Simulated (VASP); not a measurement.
# PbI3 (Pm-3m) in VASP: relaxation of cell and atoms with PBE

Aim: the relaxation of cell and atoms of PbI3 with PBE.

Program: VASP 6.6.1. These are calculated values, not measurements. Logs are shortened: lines on timing, memory, paths and dates and some standing lists are left out, and cuts for length are marked.

### 1 The cell of the first run

Symmetry: Pm-3m, No. 221, cubic system. The conventional cell has a = 5.369 Å, b = 5.369 Å, c = 5.369 Å, α = 90.00°, β = 90.00°, γ = 90.00°. Within 5.0 Å of Pb (site symmetry m-3m) lie 12 I at 3.80 Å. Within 5.0 Å of I (site symmetry 4/mmm) lie 4 Pb at 3.80 Å and 8 I at 3.80 Å.

### 2 Relaxation of cell and atoms, PBE

The input, INCAR:

```
SYSTEM = PbI3
PREC     = Accurate       ! precision mode
ENCUT    = 600            ! plane-wave cutoff, eV
EDIFF    = 1E-6           ! SCF threshold, eV
ISMEAR   = 0              ! smearing method
SIGMA    = 0.1            ! smearing width, eV
LREAL    = .False.        ! projectors in reciprocal space
LASPH    = .True.         ! aspherical terms in the spheres
NELM     = 80             ! most SCF steps
ALGO     = Normal         ! electronic algorithm
ISIF     = 3              ! what is computed and relaxed
LWAVE    = .False.        ! write WAVECAR
LCHARG   = .False.        ! write CHGCAR
GGA      = PE             ! functional
IBRION   = 2              ! ionic algorithm
NSW      = 100            ! ionic steps
EDIFFG   = -0.01          ! ionic threshold
```

The input, KPOINTS:

```
regular mesh
0
Gamma
  10 10 10
  0 0 0
```

The input, POSCAR:

```
PbI3
1.0
    5.3689632093      0.0000000000      0.0000000000
    0.0000000000      5.3689632093      0.0000000000
    0.0000000000      0.0000000000      5.3689632093
Pb I
1 3
Direct
    0.0000000000      0.0000000000      0.0000000000
    0.0000000000      0.5000000000      0.5000000000
    0.5000000000      0.0000000000      0.5000000000
    0.5000000000      0.5000000000      0.0000000000
```

Potentials or basis: VASP PAW PBE potentials, release 64 (Pb_d, I).

On the command line:

```bash
$ cat potpaw_PBE.64/Pb_d/POTCAR potpaw_PBE.64/I/POTCAR > POTCAR
$ mpirun -np 1 vasp_std > vasp.out
```

OUTCAR:

```text
SYSTEM = PbI3
   PREC = Accurate
   ENCUT = 600
   EDIFF = 1E-6
   ISMEAR = 0
   LREAL = .False.
   LASPH = .True.
   NELM = 80
   ISIF = 3
   GGA = PE
   IBRION = 2
   NSW = 100
   EDIFFG = -0.01

 ion  position               nearest neighbor table
   1  0.000  0.000  0.000-   2 3.80   3 3.80   4 3.80   2 3.80   3 3.80   2 3.80   4 3.80   2 3.80
                             3 3.80   4 3.80   3 3.80   4 3.80
   2  0.000  0.500  0.500-   1 3.80   1 3.80   1 3.80   1 3.80
   3  0.500  0.000  0.500-   1 3.80   1 3.80   1 3.80   1 3.80
   4  0.500  0.500  0.000-   1 3.80   1 3.80   1 3.80   1 3.80

  LATTYP: Found a simple cubic cell.
 ALAT       =     5.3689632093

  Lattice vectors:

 A1 = (   5.3689632093,   0.0000000000,   0.0000000000)
 A2 = (   0.0000000000,   5.3689632093,   0.0000000000)
 A3 = (   0.0000000000,   0.0000000000,   5.3689632093)

Analysis of symmetry for initial positions (statically):
=====================================================================
 Subroutine PRICEL returns:
 Original cell was already a primitive cell.

 Routine SETGRP: Setting up the symmetry group for a
 simple cubic supercell.

 Subroutine GETGRP returns: Found 48 space group operations
 (whereof 48 operations were pure point group operations)
 out of a pool of 48 trial point group operations.

The static configuration has the point symmetry O_h .

Analysis of symmetry for dynamics (positions and initial velocities):
=====================================================================
 Subroutine PRICEL returns:
 Original cell was already a primitive cell.

 Routine SETGRP: Setting up the symmetry group for a
 simple cubic supercell.

 Subroutine GETGRP returns: Found 48 space group operations
 (whereof 48 operations were pure point group operations)
 out of a pool of 48 trial point group operations.

The dynamic configuration has the point symmetry O_h .

 Subroutine INISYM returns: Found 48 space group operations
 (whereof 48 operations are pure point group operations),
 and found     1 'primitive' translations

----------------------------------------------------------------------------------------

                                     Primitive cell

  volume of cell :     154.7645

  direct lattice vectors                    reciprocal lattice vectors
     5.368963209  0.000000000  0.000000000     0.186255700  0.000000000  0.000000000
     0.000000000  5.368963209  0.000000000     0.000000000  0.186255700  0.000000000
     0.000000000  0.000000000  5.368963209     0.000000000  0.000000000  0.186255700

  length of vectors
     5.368963209  5.368963209  5.368963209     0.186255700  0.186255700  0.186255700

  position of ions in fractional coordinates (direct lattice)
     0.000000000  0.000000000  0.000000000
     0.000000000  0.500000000  0.500000000
     0.500000000  0.000000000  0.500000000
     0.500000000  0.500000000  0.000000000

  ion indices of the primitive-cell ions
   primitive index   ion index
                 1           1
                 2           2
                 3           3
                 4           4

----------------------------------------------------------------------------------------

 KPOINTS: regular mesh

Automatic generation of k-mesh.
 Grid dimensions read from file:
 generate k-points for:   10   10   10

 Generating k-lattice:

  Cartesian coordinates                     Fractional coordinates (reciprocal lattice)
     0.018625570  0.000000000  0.000000000     0.100000000  0.000000000  0.000000000
     0.000000000  0.018625570  0.000000000     0.000000000  0.100000000  0.000000000
     0.000000000  0.000000000  0.018625570     0.000000000  0.000000000  0.100000000

  Length of vectors
     0.018625570  0.018625570  0.018625570

  Shift w.r.t. Gamma in fractional coordinates (k-lattice)
     0.000000000  0.000000000  0.000000000

 Subroutine IBZKPT returns following result:
 ===========================================

 Found     56 irreducible k-points:

 Following reciprocal coordinates:
            Coordinates               Weight
  0.000000  0.000000  0.000000      1.000000
  0.100000  0.000000  0.000000      6.000000
  0.200000  0.000000  0.000000      6.000000
  0.300000  0.000000  0.000000      6.000000
  0.400000  0.000000  0.000000      6.000000
  0.500000  0.000000  0.000000      3.000000
[... 16 lines left out ...]
  0.200000  0.100000  0.100000     24.000000
  0.300000  0.100000  0.100000     24.000000
 [... further k-points ...]
   k-points           NKPTS =     56   k-points in BZ     NKDIM =     56   number of bands    NBANDS=     21
   number of dos      NEDOS =    301   number of ions     NIONS =      4
   total plane-waves  NPLWV = 110592
   dimension x,y,z NGX =    48 NGY =   48 NGZ =   48
   dimension x,y,z NGXF=    96 NGYF=   96 NGZF=   96
   ions per type =               1   3
   NGX,Y,Z   is equivalent  to a cutoff of  14.86, 14.86, 14.86 a.u.
   NGXF,Y,Z  is equivalent  to a cutoff of  29.73, 29.73, 29.73 a.u.
 SYSTEM =  PbI3
   PREC   = accura    normal or accurate (medium, high low for compatibility)
   ISTART =      0    job   : 0-new  1-cont  2-samecut
   ICHARG =      2    charge: 1-file 2-atom 10-const
   ISPIN  =      1    spin polarized calculation?
   LNONCOLLINEAR =      F non collinear calculations
   LSORBIT =      F    spin-orbit coupling
   LASPH  =      T    aspherical Exc in radial PAW
   ENCUT  =  600.0 eV  44.10 Ry    6.64 a.u.  10.72 10.72 10.72*2*pi/ulx,y,z
   NELM   =     80;   NELMIN=  2; NELMDL= -5     # of ELM steps
   EDIFF  = 0.1E-05   stopping-criterion for ELM
   LREAL  =      F    real-space projection
   EDIFFG = -.1E-01   stopping-criterion for IOM
   NSW    =    100    number of steps for IOM
   IBRION =      2    ionic relax: 0-MD 1-quasi-New 2-CG
   NFREE  =      1    steps in history (QN), initial steepest desc. (CG)
   ISIF   =      3    stress and relaxation
   ISYM   =      2    0-nonsym 1-usesym 2-fastsym
   POTIM  = 0.5000    time-step for ionic-motion
   TEBEG  =    0.0;   TEEND  =   0.0 temperature during run
   PSTRESS=    0.0 pullay stress
   NELECT =      35.0000    total number of electrons
   NUPDOWN=      -1.0000    fix difference up-down
   EMIN   =  10.00;   EMAX   =-10.00  energy-range for DOS
   EFERMI =   0.00;   METHOD = LEGACY
   ISMEAR =     0;   SIGMA  =   0.10  broadening in eV -4-tet -1-fermi 0-gaus
   EFERMI_NEDOS =   21; number of points for ismear=-14 and -15
   IALGO  =     38    algorithm
   IMIX   =      4    mixing-type and parameters
     AMIX     =   0.40;   BMIX     =  1.00
     AMIX_MAG =   1.60;   BMIX_MAG =  1.00
  volume/ion in A,a.u.               =      38.69       261.10
  Fermi-wavevector in a.u.,A,eV,Ry     =   0.997410  1.884832 13.535441  0.994827
  Thomas-Fermi vector in A             =   2.129564
   LORBIT       =      0    0 simple, 1 ext, 2 COOP (PROOUT), +10 PAW based schemes
   GGA     = PE    functional components
   LHFCALC =     F    Hartree Fock is set to
   AEXX    =    0.0000 exact exchange contribution
   IVDW    =     0    specifies the selected vdW correction
   LEPSILON=     F    determine dielectric tensor
   LRPA    =     F    only Hartree local field effects (RPA)
 conjugate gradient relaxation of ions
 non-spin polarized calculation
 Gauss-broadening in eV      SIGMA  =   0.10
  energy-cutoff  :      600.00
  volume of cell :      154.76
 maximum number of plane-waves:      5232
 NGX is ok and might be reduce to    48
   NGX = 21   NGY = 21   NGZ = 21

--------------------------------------- Ionic step        1  -------------------------------------------

 number of electron      34.9999996 magnetization

 Free energy of the ion-electron system (eV)
  ---------------------------------------------------
  ext. energy  EPLUGINS =         0.00000000
  ---------------------------------------------------
  free energy    TOTEN  =        -8.12139974 eV

  energy without entropy =       -8.09238550  energy(sigma->0) =       -8.10689262

------------------------ aborting loop because EDIFF is reached ----------------------------------------

  FORCE on cell =-STRESS in cart. coord.  units (eV):
  Direction    XX          YY          ZZ          XY          YZ          ZX
  --------------------------------------------------------------------------------------
  -------------------------------------------------------------------------------------
  Total       -1.1910428     -1.1910428     -1.1910428      0.0000000      0.0000000     -0.0000000
  in kB      -12.3301020    -12.3301020    -12.3301020      0.0000000      0.0000000     -0.0000000
  external PRESSURE =     -12.3301020 kB  Pullay stress =       0.0000000 kB

 VOLUME and BASIS-vectors are now :
 -----------------------------------------------------------------------------
  energy-cutoff  :      600.00
  volume of cell :      154.76
      direct lattice vectors                 reciprocal lattice vectors
     5.368963209  0.000000000  0.000000000     0.186255700  0.000000000  0.000000000
     0.000000000  5.368963209  0.000000000     0.000000000  0.186255700  0.000000000
     0.000000000  0.000000000  5.368963209     0.000000000  0.000000000  0.186255700
[... 39 lines left out ...]
 POSITION                                       TOTAL-FORCE (eV/Angst)
 -----------------------------------------------------------------------------------
      0.00000      0.00000      0.00000        -0.000000      0.000000      0.000000
     -0.00000      2.64592      2.64592         0.000000     -0.000000      0.000000
      2.64592      0.00000      2.64592         0.000000     -0.000000      0.000000
      2.64592      2.64592     -0.00000        -0.000000      0.000000      0.000000
 -----------------------------------------------------------------------------------
    total drift:                                0.000000     -0.000000     -0.000000

  FREE ENERGIE OF THE ION-ELECTRON SYSTEM (eV)
  ---------------------------------------------------
  free  energy   TOTEN  =        -8.1545291107 eV

  energy  without entropy=       -8.1270672313  energy(sigma->0) =       -8.14079817

--------------------------------------- Ionic step        3  -------------------------------------------

 number of electron      35.0000002 magnetization

 Free energy of the ion-electron system (eV)
  ---------------------------------------------------
  ext. energy  EPLUGINS =         0.00000000
  ---------------------------------------------------
  free energy    TOTEN  =        -8.15689206 eV

  energy without entropy =       -8.12996418  energy(sigma->0) =       -8.14342812

 E-fermi :   4.5420     XC(G=0):  -8.9765

 val. band max:        4.5362547804   @ k =   0.4000   0.3000   0.1000
 cond. band min:       4.5471534679   @ k =   0.5000   0.4000   0.4000
 fundamental gap:      0.0108986875
 Fermi energy:         4.5420128169

 k-point     1 :       0.0000    0.0000    0.0000
  band No.  band energies     occupation
      1     -13.1153      2.00000
      2     -13.1153      2.00000
      3     -13.1087      2.00000
      4     -13.1087      2.00000
      5     -13.1087      2.00000
      6      -8.4236      2.00000
[... 13 lines left out ...]
     20       7.5375      0.00000
     21       7.5375      0.00000
[... 529 lines left out ...]
 k-point    24 :       0.3000    0.1000    0.1000
  band No.  band energies     occupation
      1     -13.1141      2.00000
      2     -13.1126      2.00000
      3     -13.1100      2.00000
      4     -13.1100      2.00000
      5     -13.1090      2.00000
      6      -8.1046      2.00000
[... 13 lines left out ...]
     20       6.8504      0.00000
     21       6.9034      0.00000

 [... further k-points ...]

------------------------ aborting loop because EDIFF is reached ----------------------------------------

  FORCE on cell =-STRESS in cart. coord.  units (eV):
  Direction    XX          YY          ZZ          XY          YZ          ZX
  --------------------------------------------------------------------------------------
  -------------------------------------------------------------------------------------
  Total        0.0195730      0.0195730      0.0195730      0.0000000      0.0000000      0.0000000
  in kB        0.2149673      0.2149673      0.2149673      0.0000000      0.0000000      0.0000000
  external PRESSURE =       0.2149673 kB  Pullay stress =       0.0000000 kB

 VOLUME and BASIS-vectors are now :
 -----------------------------------------------------------------------------
  energy-cutoff  :      600.00
  volume of cell :      145.88
      direct lattice vectors                 reciprocal lattice vectors
     5.264192053  0.000000000 -0.000000000     0.189962674  0.000000000  0.000000000
     0.000000000  5.264192053 -0.000000000    -0.000000000  0.189962674 -0.000000000
    -0.000000000  0.000000000  5.264192053     0.000000000  0.000000000  0.189962674

 POSITION                                       TOTAL-FORCE (eV/Angst)
 -----------------------------------------------------------------------------------
      0.00000      0.00000      0.00000        -0.000000      0.000000      0.000000
     -0.00000      2.63210      2.63210         0.000000     -0.000000      0.000000
      2.63210      0.00000      2.63210         0.000000     -0.000000      0.000000
      2.63210      2.63210     -0.00000        -0.000000      0.000000      0.000000
 -----------------------------------------------------------------------------------
    total drift:                                0.000000     -0.000000     -0.000000

  FREE ENERGIE OF THE ION-ELECTRON SYSTEM (eV)
  ---------------------------------------------------
  free  energy   TOTEN  =        -8.1568920565 eV

  energy  without entropy=       -8.1299641783  energy(sigma->0) =       -8.14342812

 reached required accuracy - stopping structural energy minimisation
```

It took 2.9 min on 1 thread of Intel Xeon 6975P-C (Granite Rapids), shared host; peak memory 0.48 GiB.

What came out:

* Free energy: -8.1569 eV
* Relaxed volume: 36.47 Å³/atom
* Relaxed cell: a = 5.264 Å, b = 5.264 Å, c = 5.264 Å, α = 90.00°, β = 90.00°, γ = 90.00°
* Space group after relaxing (to 0.1 Å): Pm-3m (No. 221)
* Energy gained by relaxing: 8.9 meV/atom
* Ionic steps: 3
* Pressure after relaxing: 0.0 GPa
* Band gap on the k mesh: zero (an odd number of electrons rules out a gap without spin polarisation)

The path:
| step | energy change (eV) | largest force (eV/Å) | pressure (GPa) | volume (Å³) |
| --- | --- | --- | --- | --- |
| 1 | 0.0000 | 0.0000 | -1.23 | 154.76 |
| 2 | -0.0331 | 0.0000 | -0.36 | 148.19 |
| 3 | -0.0355 | 0.0000 | 0.02 | 145.88 |

Final structure:
```yaml
crystal:
  lattice:
    - [5.26419, 0.00000, 0.00000]
    - [0.00000, 5.26419, 0.00000]
    - [0.00000, 0.00000, 5.26419]
  atoms:
    - { symbol: Pb, position: [0.00000, 0.00000, 0.00000] }
    - { symbol: I, position: [0.00000, 0.50000, 0.50000] }
    - { symbol: I, position: [0.50000, 0.00000, 0.50000] }
    - { symbol: I, position: [0.50000, 0.50000, 0.00000] }
```

Levels at points of the mesh, in eV from the Fermi level:
| k point | band 14 | band 15 | band 16 | band 17 | band 18 | band 19 | band 20 | band 21 |
| --- | --- | --- | --- | --- | --- | --- | --- | --- |
| (0.00, 0.00, 0.00) | -1.28 | -1.28 | -0.22 | -0.22 | -0.22 | 3.00 | 3.00 | 3.00 |
| (0.50, 0.00, 0.00) | -1.78 | -1.65 | -1.57 | -0.27 | -0.27 | 0.54 | 1.95 | 1.95 |
| (0.50, 0.50, 0.00) | -1.93 | -1.93 | -1.75 | 0.08 | 0.25 | 0.57 | 2.48 | 2.48 |
| (0.50, 0.50, 0.50) | 0.10 | 0.10 | 0.10 | 0.31 | 0.31 | 3.18 | 3.18 | 3.18 |

Caveat: spin-orbit coupling is left out, which moves the levels of the heavy elements; an odd number of electrons without spin polarisation forces a metal; a magnetic or distorted state may lie lower.
